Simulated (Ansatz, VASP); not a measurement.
HfB: VASP beside Ansatz

```
Hf B
1.0
     3.55074    0.00000    0.00000
    -1.77537    3.07503    0.00000
     0.00000    0.00000    5.17067
Hf B
2 2
Direct
  0.00000 0.00000 0.00000
  0.33333 0.66667 0.50000
  0.66667 0.33333 0.25000
  0.66667 0.33333 0.75000
```

Alike in both runs: task single point; functional PBE; k mesh 21 × 21 × 12; occupations gaussian, width 0.1 eV; no spin polarisation.

|  | VASP | Ansatz |
| --- | --- | --- |
| version | VASP 6.6.1 | Ansatz 0.2.0 |
| potentials or method | VASP PAW PBE potentials, release 64 (Hf_pv, B), cutoff 520 eV | scalar-relativistic, plane waves, PAW |
| valence electrons in the cell | 26 | 58 |

```tsv
	VASP	Ansatz	Ansatz less VASP
gap on the k mesh at the Fermi level (eV)	none	none	-
pressure (GPa)	0.0	0.0	+0.05
```

A gap of «none» marks a metal or a gap that the smearing closes. VASP's potentials hold 26 valence electrons a cell and Ansatz's 58, so a difference there can come from the potentials and not from the codes.

Spin-orbit coupling is off throughout.
